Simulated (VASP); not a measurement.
# TiSe (P4/nmm) in VASP: further runs, part 2 of 2

VASP 6.6.1. Earlier steps stand in the parts before.

### Step 3. Relaxation of cell and atoms, r2SCAN

This run uses another cell than the first one, of 26.12 Å³/atom, 1.061 times its volume.

The input, POSCAR:

```
TiSe
1.0
    4.1783570000      0.0000000000      0.0000000000
    0.0000000000      4.1783570000      0.0000000000
    0.0000000000      0.0000000000      5.9844230000
Ti Se
2 2
Direct
    0.5000000000      0.5000000000      0.0000000000
    0.0000000000      0.0000000000      0.0000000000
    0.5000000000      0.0000000000      0.2394440000
    0.0000000000      0.5000000000      0.7605560000
```

The input, INCAR.step1:

```
  PREC = Accurate
  ENCUT = 600
  ISMEAR = -1
  SIGMA = 0.05
  LREAL = False
  LASPH = True
  NELM = 100
  GGA = PE
  ALGO = Normal
  EDIFF = 1E-4
  LWAVE = True
  LCHARG = False
```

The input, INCAR.step2:

```
  PREC = Accurate
  ENCUT = 600
  EDIFF = 1E-6
  ISMEAR = -1
  SIGMA = 0.05
  LREAL = False
  LASPH = True
  NELM = 100
  ALGO = Normal
  ISIF = 3
  LWAVE = False
  LCHARG = False
  METAGGA = R2SCAN
  LMIXTAU = True
  IBRION = 2
  NSW = 80
  EDIFFG = -0.02
  ISTART = 1
```

The input, KPOINTS:

```
Automatic mesh
0
Gamma
  6 6 4
```

Potentials or basis: VASP PAW PBE potentials, release 64 (Ti_sv, Se).

Started as:

```console
$ cat potpaw_PBE.64/Ti_sv/POTCAR potpaw_PBE.64/Se/POTCAR > POTCAR
$ cp INCAR.step1 INCAR
$ mpirun -np 1 vasp_std > vasp.out
$ cp INCAR.step2 INCAR
$ mpirun -np 1 vasp_std > vasp.out
```

OUTCAR:

```text
PREC = Accurate
   ENCUT = 600
   EDIFF = 1E-6
   ISMEAR = -1
   LREAL = False
   LASPH = True
   NELM = 100
   ISIF = 3
   METAGGA = R2SCAN
   IBRION = 2
   NSW = 80
   EDIFFG = -0.02
   ISTART = 1

 ion  position               nearest neighbor table
   1  0.500  0.500  0.000-   3 2.53   4 2.53   3 2.53   4 2.53
   2  0.000  0.000  0.000-   3 2.53   4 2.53   4 2.53   3 2.53
   3  0.500  0.000  0.239-   1 2.53   2 2.53   1 2.53   2 2.53
   4  0.000  0.500  0.761-   1 2.53   2 2.53   2 2.53   1 2.53

  LATTYP: Found a simple tetragonal cell.
 ALAT       =     4.1783570000
 C/A-ratio  =     1.4322431042

  Lattice vectors:

 A1 = (   4.1783570000,   0.0000000000,   0.0000000000)
 A2 = (   0.0000000000,   4.1783570000,   0.0000000000)
 A3 = (   0.0000000000,   0.0000000000,   5.9844230000)

Analysis of symmetry for initial positions (statically):
=====================================================================
 Subroutine PRICEL returns:
 Original cell was already a primitive cell.

 Routine SETGRP: Setting up the symmetry group for a
 simple tetragonal supercell.

 Subroutine GETGRP returns: Found 16 space group operations
 (whereof  8 operations were pure point group operations)
 out of a pool of 16 trial point group operations.

The static configuration has the point symmetry D_2d.
 The point group associated with its full space group is D_4h.

[... 175 lines left out ...]
  in kB       -9.8656150     -9.8656150     -9.3033911      0.0000000     -0.0000000      0.0000000
  external PRESSURE =      -9.6782070 kB  Pullay stress =       0.0000000 kB
[... 95 lines left out ...]
  FREE ENERGIE OF THE ION-ELECTRON SYSTEM (eV)
  ---------------------------------------------------
  free  energy   TOTEN  =       -58.3747585509 eV

  energy  without entropy=      -58.3426280336  energy(sigma->0) =      -58.35869329

 E-fermi :   4.5573     XC(G=0):  -9.6481

 val. band max:        4.5484529354   @ k =   0.5000   0.0000   0.2500
 cond. band min:       4.5577633507   @ k =   0.3333   0.3333   0.2500
 fundamental gap:      0.0093104153
 Fermi energy:         4.5572699437

 k-point     1 :       0.0000    0.0000    0.0000
  band No.  band energies     occupation
      1     -55.0870      2.00000
      2     -55.0084      2.00000
      3     -30.5332      2.00000
      4     -30.4390      2.00000
      5     -30.3814      2.00000
      6     -30.3814      2.00000
[... 589 lines left out ...]
     21       5.2232      0.00000
     22       5.2232      0.00000

 [... further k-points ...]

[... ionic steps 4 to 8 ...]

--------------------------------------- Ionic step        9  -------------------------------------------

 number of electron      36.0000000 magnetization

------------------------ aborting loop because EDIFF is reached ----------------------------------------
[... 71 lines left out ...]
--------------------------------------- Ionic step       11  -------------------------------------------

 number of electron      36.0000000 magnetization

 Free energy of the ion-electron system (eV)
  ---------------------------------------------------
  ext. energy  EPLUGINS =         0.00000000
  ---------------------------------------------------
  free energy    TOTEN  =       -58.38315983 eV

  energy without entropy =      -58.35051392  energy(sigma->0) =      -58.36683688

 E-fermi :   4.6617     XC(G=0):  -9.7231

 val. band max:        4.6585761960   @ k =   0.1667   0.1667   0.0000
 cond. band min:       4.6643514411   @ k =   0.3333   0.3333   0.2500
 fundamental gap:      0.0057752451
 Fermi energy:         4.6617233180

 k-point     1 :       0.0000    0.0000    0.0000
  band No.  band energies     occupation
      1     -54.9872      2.00000
      2     -54.9094      2.00000
      3     -30.4330      2.00000
      4     -30.3396      2.00000
      5     -30.2800      2.00000
      6     -30.2800      2.00000
[... 622 lines left out ...]
  FREE ENERGIE OF THE ION-ELECTRON SYSTEM (eV)
  ---------------------------------------------------
  free  energy   TOTEN  =       -58.3831598323 eV

  energy  without entropy=      -58.3505139208  energy(sigma->0) =      -58.36683688

 reached required accuracy - stopping structural energy minimisation
```

It took 66 min on 1 thread of AMD EPYC 7R13 (Zen 3), shared host; peak memory 0.29 GiB.

Results:

```yaml
Free_energy: -58.3832 eV
Relaxed_volume: 24.63 Å³/atom
Relaxed_cell: a = 4.166 Å, b = 4.166 Å, c = 5.678 Å, α = 90.00°, β = 90.00°, γ = 90.00°
Space_group_after_relaxing_to_0.05_Å: P4/nmm (No. 129)
Energy_gained_by_relaxing: 3.1 meV/atom
Ionic_steps: 11
Pressure_after_relaxing: 0.0 GPa
Band_gap_on_the_k_mesh: zero (band 18 reaches 5.48 eV, above the bottom of band 19 at 3.97 eV)
```

The path:
| step | energy change (eV) | largest force (eV/Å) | pressure (GPa) | volume (Å³) |
| --- | --- | --- | --- | --- |
| 1 | 0.0000 | 0.1050 | -0.97 | 104.48 |
| 2 | -0.0003 | 0.2180 | 0.89 | 102.11 |
| 3 | -0.0040 | 0.0575 | -0.04 | 103.27 |
| 4 | -0.0045 | 0.0560 | -0.05 | 103.10 |
| 5 | -0.0058 | 0.0516 | -0.04 | 102.61 |
| 6 | -0.0082 | 0.0434 | -0.02 | 101.63 |
| 7 | -0.0115 | 0.0303 | 0.05 | 99.67 |
| 8 | -0.0091 | 0.0047 | 0.39 | 95.74 |
| 9 | -0.0122 | 0.0348 | 0.21 | 98.42 |
| 10 | -0.0098 | 0.1316 | -0.78 | 99.02 |
| 11 | -0.0124 | 0.0014 | -0.01 | 98.53 |

Final structure:
```cif
data_structure
_symmetry_space_group_name_H-M 'P 1'
_symmetry_Int_Tables_number 1
_cell_length_a 4.1659
_cell_length_b 4.1659
_cell_length_c 5.6776
_cell_angle_alpha 90.000
_cell_angle_beta 90.000
_cell_angle_gamma 90.000
_cell_volume 98.53
loop_
_atom_site_label
_atom_site_type_symbol
_atom_site_fract_x
_atom_site_fract_y
_atom_site_fract_z
_atom_site_occupancy
Ti1 Ti 0.50000 0.50000 0.00000 1
Ti2 Ti 0.00000 0.00000 0.00000 1
Se1 Se 0.50000 0.00000 0.25093 1
Se2 Se 0.00000 0.50000 0.74907 1
```

Levels at points of the mesh, in eV from the Fermi level:
```
           k point  band 15  band 16  band 17  band 18  band 19  band 20  band 21  band 22
(0.00, 0.00, 0.00)    -3.83    -3.83    -1.61     0.82     0.96     0.99     1.66     1.83
(0.50, 0.00, 0.00)    -3.99    -3.99     0.01     0.01     0.21     0.21     0.75     0.75
(0.50, 0.50, 0.00)    -3.38    -3.38    -0.97    -0.97    -0.69    -0.69     1.51     1.51
(0.00, 0.00, 0.50)    -3.55    -3.55    -1.60     0.56     1.02     1.61     1.93     1.93
(0.50, 0.00, 0.50)    -3.58    -3.58    -0.03    -0.03     0.36     0.36     0.66     0.66
(0.50, 0.50, 0.50)    -3.58    -3.58    -0.69    -0.69    -0.38    -0.38     1.21     1.21
```

Caveat: the PAW data sets were made with another functional, which shifts forces and pressure a little.
